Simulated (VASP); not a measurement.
# LaPt2 (Fd-3m) in VASP: single point with LDA

Aim: the single point of LaPt2 with LDA.

Program: VASP 6.6.1. These are calculated values, not measurements. Logs are shortened: lines on timing, memory, paths and dates and some standing lists are left out, and cuts for length are marked.

### 1 The cell of the first run

It takes space group Fd-3m (No. 227, cubic). The conventional cell has a = 7.774 Å, b = 7.774 Å, c = 7.774 Å, α = 90.00°, β = 90.00°, γ = 90.00°. Within 4.2 Å of La (site symmetry -43m) lie 12 Pt at 3.22 Å and 4 La at 3.37 Å. Within 3.6 Å of Pt (site symmetry -3m) lie 6 Pt at 2.75 Å and 6 La at 3.22 Å.

### 2 Single point, LDA

INCAR reads:

```
  PREC = Accurate
  ENCUT = 520
  EDIFF = 1E-6
  ISMEAR = 0
  SIGMA = 0.1
  LREAL = False
  LASPH = True
  NELM = 60
  ALGO = Normal
  ISIF = 2
  LWAVE = False
  LCHARG = False
  GGA = CA
  NBANDS = 40
```

KPOINTS reads:

```
regular mesh
0
Gamma
  5 5 5
```

POSCAR reads:

```
LaPt2
1.0
    0.0000000000      3.8870000000      3.8870000000
    3.8870000000      0.0000000000      3.8870000000
    3.8870000000      3.8870000000      0.0000000000
La Pt
2 4
Direct
    0.0000000000      0.0000000000      0.0000000000
    0.2500000000      0.2500000000      0.2500000000
    0.6250000000      0.6250000000      0.6250000000
    0.1250000000      0.6250000000      0.6250000000
    0.6250000000      0.6250000000      0.1250000000
    0.6250000000      0.1250000000      0.6250000000
```

Potentials or basis: VASP PAW LDA potentials, release 64 (La, Pt).

Started as:

```
cat potpaw_LDA.64/La/POTCAR potpaw_LDA.64/Pt/POTCAR > POTCAR
mpirun -np 1 vasp_std > vasp.out
```

OUTCAR:

```text
PREC = Accurate
   ENCUT = 520
   EDIFF = 1E-6
   ISMEAR = 0
   LREAL = False
   LASPH = True
   NELM = 60
   ISIF = 2
   GGA = CA

 ion  position               nearest neighbor table
   1  0.000  0.000  0.000-   3 3.22   5 3.22   6 3.22   3 3.22   4 3.22   5 3.22   3 3.22   4 3.22
                             6 3.22   4 3.22   5 3.22   6 3.22   2 3.37   2 3.37   2 3.37   2 3.37
   2  0.250  0.250  0.250-   4 3.22   5 3.22   6 3.22   3 3.22   4 3.22   6 3.22   3 3.22   4 3.22
                             5 3.22   3 3.22   5 3.22   6 3.22   1 3.37   1 3.37   1 3.37   1 3.37
   3  0.625  0.625  0.625-   4 2.75   5 2.75   6 2.75   5 2.75   6 2.75   4 2.75   1 3.22   2 3.22
                             1 3.22   2 3.22   1 3.22   2 3.22
   4  0.125  0.625  0.625-   3 2.75   5 2.75   6 2.75   3 2.75   5 2.75   6 2.75   2 3.22   1 3.22
                             1 3.22   2 3.22   2 3.22   1 3.22
   5  0.625  0.625  0.125-   3 2.75   3 2.75   4 2.75   6 2.75   6 2.75   4 2.75   1 3.22   2 3.22
                             1 3.22   2 3.22   1 3.22   2 3.22
   6  0.625  0.125  0.625-   3 2.75   5 2.75   3 2.75   4 2.75   5 2.75   4 2.75   2 3.22   1 3.22
                             2 3.22   2 3.22   1 3.22   1 3.22

  LATTYP: Found a face centered cubic cell.
 ALAT       =     7.7740000000

  Lattice vectors:

 A1 = (   0.0000000000,   3.8870000000,   3.8870000000)
 A2 = (   3.8870000000,   0.0000000000,   3.8870000000)
 A3 = (   3.8870000000,   3.8870000000,   0.0000000000)

Analysis of symmetry for initial positions (statically):
=====================================================================
 Subroutine PRICEL returns:
 Original cell was already a primitive cell.

 Routine SETGRP: Setting up the symmetry group for a
 face centered cubic supercell.

 Subroutine GETGRP returns: Found 48 space group operations
 (whereof 24 operations were pure point group operations)
 out of a pool of 48 trial point group operations.

The static configuration has the point symmetry T_d .
 The point group associated with its full space group is O_h .

Analysis of symmetry for dynamics (positions and initial velocities):
=====================================================================
 Subroutine PRICEL returns:
 Original cell was already a primitive cell.

 Routine SETGRP: Setting up the symmetry group for a
 face centered cubic supercell.

 Subroutine GETGRP returns: Found 48 space group operations
 (whereof 24 operations were pure point group operations)
 out of a pool of 48 trial point group operations.

The dynamic configuration has the point symmetry T_d .
 The point group associated with its full space group is O_h .

 Subroutine INISYM returns: Found 48 space group operations
 (whereof 24 operations are pure point group operations),
 and found     1 'primitive' translations

----------------------------------------------------------------------------------------

                                     Primitive cell

  volume of cell :     117.4556

  direct lattice vectors                    reciprocal lattice vectors
     0.000000000  3.887000000  3.887000000    -0.128633908  0.128633908  0.128633908
     3.887000000  0.000000000  3.887000000     0.128633908 -0.128633908  0.128633908
     3.887000000  3.887000000  0.000000000     0.128633908  0.128633908 -0.128633908

  length of vectors
     5.497048117  5.497048117  5.497048117     0.222800464  0.222800464  0.222800464

  position of ions in fractional coordinates (direct lattice)
     0.000000000  0.000000000  0.000000000
     0.250000000  0.250000000  0.250000000
     0.625000000  0.625000000  0.625000000
     0.125000000  0.625000000  0.625000000
     0.625000000  0.625000000  0.125000000
     0.625000000  0.125000000  0.625000000

  ion indices of the primitive-cell ions
   primitive index   ion index
                 1           1
                 2           2
                 3           3
                 4           4
                 5           5
                 6           6

----------------------------------------------------------------------------------------

 KPOINTS: regular mesh

Automatic generation of k-mesh.
 Grid dimensions read from file:
 generate k-points for:    5    5    5

 Generating k-lattice:

  Cartesian coordinates                     Fractional coordinates (reciprocal lattice)
    -0.025726782  0.025726782  0.025726782     0.200000000  0.000000000  0.000000000
     0.025726782 -0.025726782  0.025726782     0.000000000  0.200000000  0.000000000
     0.025726782  0.025726782 -0.025726782     0.000000000  0.000000000  0.200000000

  Length of vectors
     0.044560093  0.044560093  0.044560093

  Shift w.r.t. Gamma in fractional coordinates (k-lattice)
     0.000000000  0.000000000  0.000000000

 Subroutine IBZKPT returns following result:
 ===========================================

 Found     10 irreducible k-points:

 Following reciprocal coordinates:
            Coordinates               Weight
  0.000000  0.000000  0.000000      1.000000
  0.200000  0.000000  0.000000      8.000000
  0.400000  0.000000  0.000000      8.000000
  0.200000  0.200000  0.000000      6.000000
  0.400000  0.200000  0.000000     24.000000
 -0.400000  0.200000  0.000000     24.000000
 -0.200000  0.200000  0.000000     12.000000
  0.400000  0.400000  0.000000      6.000000
 -0.400000  0.400000  0.000000     12.000000
 -0.400000  0.400000  0.200000     24.000000
   k-points           NKPTS =     10   k-points in BZ     NKDIM =     10   number of bands    NBANDS=     40
   number of dos      NEDOS =    301   number of ions     NIONS =      6
   total plane-waves  NPLWV =  74088
   dimension x,y,z NGX =    42 NGY =   42 NGZ =   42
   dimension x,y,z NGXF=    84 NGYF=   84 NGZF=   84
   ions per type =               2   4
   NGX,Y,Z   is equivalent  to a cutoff of  12.70, 12.70, 12.70 a.u.
   NGXF,Y,Z  is equivalent  to a cutoff of  25.40, 25.40, 25.40 a.u.
 SYSTEM =  unknown system
   PREC   = accura    normal or accurate (medium, high low for compatibility)
   ISTART =      0    job   : 0-new  1-cont  2-samecut
   ICHARG =      2    charge: 1-file 2-atom 10-const
   ISPIN  =      1    spin polarized calculation?
   LNONCOLLINEAR =      F non collinear calculations
   LSORBIT =      F    spin-orbit coupling
   LASPH  =      T    aspherical Exc in radial PAW
   ENCUT  =  520.0 eV  38.22 Ry    6.18 a.u.  10.22 10.22 10.22*2*pi/ulx,y,z
   NELM   =     60;   NELMIN=  2; NELMDL= -5     # of ELM steps
   EDIFF  = 0.1E-05   stopping-criterion for ELM
   LREAL  =      F    real-space projection
   EDIFFG = 0.1E-04   stopping-criterion for IOM
   NSW    =      0    number of steps for IOM
   IBRION =     -1    ionic relax: 0-MD 1-quasi-New 2-CG
   NFREE  =      0    steps in history (QN), initial steepest desc. (CG)
   ISIF   =      2    stress and relaxation
   ISYM   =      2    0-nonsym 1-usesym 2-fastsym
   POTIM  = 0.5000    time-step for ionic-motion
   TEBEG  =    0.0;   TEEND  =   0.0 temperature during run
   PSTRESS=    0.0 pullay stress
   NELECT =      62.0000    total number of electrons
   NUPDOWN=      -1.0000    fix difference up-down
   EMIN   =  10.00;   EMAX   =-10.00  energy-range for DOS
   EFERMI =   0.00;   METHOD = LEGACY
   ISMEAR =     0;   SIGMA  =   0.10  broadening in eV -4-tet -1-fermi 0-gaus
   EFERMI_NEDOS =   21; number of points for ismear=-14 and -15
   IALGO  =     38    algorithm
   IMIX   =      4    mixing-type and parameters
     AMIX     =   0.40;   BMIX     =  1.00
     AMIX_MAG =   1.60;   BMIX_MAG =  1.00
  volume/ion in A,a.u.               =      19.58       132.10
  Fermi-wavevector in a.u.,A,eV,Ry     =   1.323064  2.500228 23.816976  1.750498
  Thomas-Fermi vector in A             =   2.452699
   LORBIT       =      0    0 simple, 1 ext, 2 COOP (PROOUT), +10 PAW based schemes
   GGA     = CA    functional components
   LHFCALC =     F    Hartree Fock is set to
   AEXX    =    0.0000 exact exchange contribution
   IVDW    =     0    specifies the selected vdW correction
   LEPSILON=     F    determine dielectric tensor
   LRPA    =     F    only Hartree local field effects (RPA)
 non-spin polarized calculation
 Gauss-broadening in eV      SIGMA  =   0.10
  energy-cutoff  :      520.00
  volume of cell :      117.46
 maximum number of plane-waves:      3183
 NGX is ok and might be reduce to    42
   NGX = 21   NGY = 21   NGZ = 21

 number of electron      62.0000003 magnetization

 Free energy of the ion-electron system (eV)
  ---------------------------------------------------
  ext. energy  EPLUGINS =         0.00000000
  ---------------------------------------------------
  free energy    TOTEN  =       -47.68562156 eV

  energy without entropy =      -47.67622759  energy(sigma->0) =      -47.68092457

 E-fermi :  11.0116     XC(G=0): -12.3497

 val. band max:       10.8539727371   @ k =   0.2000   0.2000   0.0000
 cond. band min:      11.0729944889   @ k =   0.4000   0.0000   0.0000
 fundamental gap:      0.2190217518
 Fermi energy:        11.0115733540

 k-point     1 :       0.0000    0.0000    0.0000
  band No.  band energies     occupation
      1     -21.7059      2.00000
      2     -21.2661      2.00000
      3      -5.9136      2.00000
      4      -5.9136      2.00000
      5      -5.9136      2.00000
      6      -4.9962      2.00000
[... 32 lines left out ...]
     39      12.7627      0.00000
     40      12.7742      0.00000

 k-point     2 :       0.2000    0.0000    0.0000
  band No.  band energies     occupation
      1     -21.6749      2.00000
      2     -21.2982      2.00000
      3      -5.9393      2.00000
      4      -5.9393      2.00000
      5      -5.9069      2.00000
      6      -5.0341      2.00000
[... 333 lines left out ...]
     39      12.9211      0.00000
     40      12.9618      0.00000

 k-point    10 :      -0.4000    0.4000    0.2000
  band No.  band energies     occupation
      1     -21.5416      2.00000
      2     -21.4339      2.00000
      3      -6.1615      2.00000
      4      -6.0861      2.00000
      5      -5.5924      2.00000
      6      -5.3208      2.00000
[... 32 lines left out ...]
     39      12.8706      0.00000
     40      12.8842      0.00000

------------------------ aborting loop because EDIFF is reached ----------------------------------------

  FORCE on cell =-STRESS in cart. coord.  units (eV):
  Direction    XX          YY          ZZ          XY          YZ          ZX
  --------------------------------------------------------------------------------------
  -------------------------------------------------------------------------------------
  Total       -3.5738484     -3.5738484     -3.5738484      0.0000000      0.0000000      0.0000000
  in kB      -48.7498278    -48.7498278    -48.7498278      0.0000000      0.0000000      0.0000000
  external PRESSURE =     -48.7498278 kB  Pullay stress =       0.0000000 kB

 VOLUME and BASIS-vectors are now :
 -----------------------------------------------------------------------------
  energy-cutoff  :      520.00
  volume of cell :      117.46
      direct lattice vectors                 reciprocal lattice vectors
     0.000000000  3.887000000  3.887000000    -0.128633908  0.128633908  0.128633908
     3.887000000  0.000000000  3.887000000     0.128633908 -0.128633908  0.128633908
     3.887000000  3.887000000  0.000000000     0.128633908  0.128633908 -0.128633908

 POSITION                                       TOTAL-FORCE (eV/Angst)
 -----------------------------------------------------------------------------------
      0.00000      0.00000      0.00000        -0.000000     -0.000000     -0.000000
      1.94350      1.94350      1.94350         0.000000      0.000000      0.000000
      4.85875      4.85875      4.85875        -0.000000     -0.000000     -0.000000
      4.85875      2.91525      2.91525        -0.000000     -0.000000     -0.000000
      2.91525      2.91525      4.85875        -0.000000     -0.000000     -0.000000
      2.91525      4.85875      2.91525        -0.000000     -0.000000     -0.000000
 -----------------------------------------------------------------------------------
    total drift:                                0.000000      0.000000      0.000000

  FREE ENERGIE OF THE ION-ELECTRON SYSTEM (eV)
  ---------------------------------------------------
  free  energy   TOTEN  =       -47.6856215557 eV

  energy  without entropy=      -47.6762275881  energy(sigma->0) =      -47.68092457
```

It took 1.8 min on 1 thread of Intel Xeon 8259CL, shared host; peak memory 0.23 GiB.

Results:

```
Free energy            : -47.6856 eV
Pressure               : -4.9 GPa
Band gap on the k mesh : zero (bands 31 and 32 overlap by 0.36 eV)
```

Levels at points of the mesh, in eV from the Fermi level:
| k point | band 29 | band 30 | band 31 | band 32 | band 33 | band 34 |
| --- | --- | --- | --- | --- | --- | --- |
| (0.00, 0.00, 0.00) | 0.07 | 0.07 | 0.07 | 0.15 | 0.15 | 0.15 |

Caveat: the cell stands under tension; spin-orbit coupling is left out, which moves the levels of the heavy elements.
